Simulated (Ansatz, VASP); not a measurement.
**BeZn2O3 in VASP and in Ansatz**

File INCAR:

```
SYSTEM = BeZn2O3
PREC     = Accurate       ! precision mode
ENCUT    = 600            ! plane-wave cutoff, eV
EDIFF    = 1E-6           ! SCF threshold, eV
ISMEAR   = 0              ! smearing method
SIGMA    = 0.1            ! smearing width, eV
LREAL    = .FALSE.        ! projectors in reciprocal space
LASPH    = .TRUE.         ! aspherical terms in the spheres
NELM     = 120            ! most SCF steps
ALGO     = Normal         ! electronic algorithm
ISIF     = 2              ! what is computed and relaxed
LWAVE    = .FALSE.        ! write WAVECAR
LCHARG   = .FALSE.        ! write CHGCAR
GGA      = PE             ! functional
NBANDS   = 31             ! bands
GGA_COMPAT= .FALSE.
```

Contents of KPOINTS:

```
regular mesh
0
G
  6 6 2
  0 0 0
```

File POSCAR:

```
BeZn2O3
1.0
    3.0692965819      0.0000000000      0.0000000000
   -1.5346482909      2.6580888116      0.0000000000
    0.0000000000      0.0000000000      7.6947342288
Be Zn O
1 2 3
Direct
    0.0000000000      0.0000000000      0.0082990825
    0.6666666667      0.3333333333      0.6859744464
    0.3333333333      0.6666666667      0.3227259503
    0.6666666667      0.3333333333      0.9422019700
    0.0000000000      0.0000000000      0.2146245004
    0.3333333333      0.6666666667      0.5761740504
```

Input for Ansatz:

```yaml
crystal:
  lattice:
    - [3.0692965819, 0.0, 0.0]
    - [-1.5346482909, 2.6580888116, 0.0]
    - [0.0, 0.0, 7.6947342288]
  atoms:
    - { symbol: Be, position: [0.0, 0.0, 0.0082990825] }
    - { symbol: Zn, position: [0.6666666667, 0.3333333333, 0.6859744464] }
    - { symbol: Zn, position: [0.3333333333, 0.6666666667, 0.3227259503] }
    - { symbol: O, position: [0.6666666667, 0.3333333333, 0.94220197] }
    - { symbol: O, position: [0.0, 0.0, 0.2146245004] }
    - { symbol: O, position: [0.3333333333, 0.6666666667, 0.5761740504] }
basis:
  ecutwfc: 420
kpoints:
  mp_grid: { grid: [6, 6, 2] }
hamiltonian:
  xc: pbe
scf:
  occupations: { method: gaussian, width: 0.1 }
  lower_state_search: "off"
output:
  forces: true
  stress: true
  eigenvalues: true
```

Alike in both runs: task single point; functional PBE; k mesh 6 × 6 × 2; occupations gaussian, width 0.1 eV; no spin polarisation.

```csv
,VASP,Ansatz
version,VASP 6.6.1,Ansatz 0.2.0
potentials or method,"VASP PAW PBE potentials, release 64 (Be, Zn, O), cutoff 600 eV","scalar-relativistic, plane waves, PAW"
valence electrons in the cell,44,44
```

|  | VASP | Ansatz | Ansatz less VASP |
| --- | --- | --- | --- |
| gap on the k mesh at the Fermi level (eV) | 1.50 | 1.51 | +0.011 |
| least direct gap on the mesh (eV) | 1.50 | 1.51 | +0.011 |
| pressure (GPa) | 1.0 | 0.3 | -0.71 |
| traceless stress, the component that is largest in VASP (GPa) | 0.45 | 0.39 | -0.058 |
| rms of the force components (eV/Å) | 0.017 | 0.012 | -0.0051 |

Atom by atom the forces differ by 0.021 eV/Å (rms over components). With one functional, cell and mesh, what is left measures potentials, basis and numerics.
